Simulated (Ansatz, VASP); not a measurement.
Sr: VASP beside Ansatz

```
Sr
1.0
     4.31000    0.00000    0.00000
    -2.15500    3.73257    0.00000
     0.00000    0.00000    7.05000
Sr
2
Cartesian
  0.0000 2.4884 1.7625
  2.1550 1.2442 5.3875
```

Alike in both runs: task single point; functional PBEsol; k mesh 6 × 6 × 3; occupations methfessel-paxton of order 1, width 0.15 eV; no spin polarisation.

|  | VASP | Ansatz |
| --- | --- | --- |
| version | VASP 6.6.1 | Ansatz 0.2.0 |
| potentials or method | VASP PAW PBE potentials, release 64 (Sr_sv), cutoff 520 eV | plane waves, PAW |
| valence electrons in the cell | 20 | 20 |

|  | VASP | Ansatz | Ansatz less VASP |
| --- | --- | --- | --- |
| rms of the force components (eV/Å) | 0.060 | 0.060 | 0.0000 |

VASP's potentials were made for PBE, not for PBEsol. Atom by atom the forces differ by 0.000 eV/Å (rms over components).
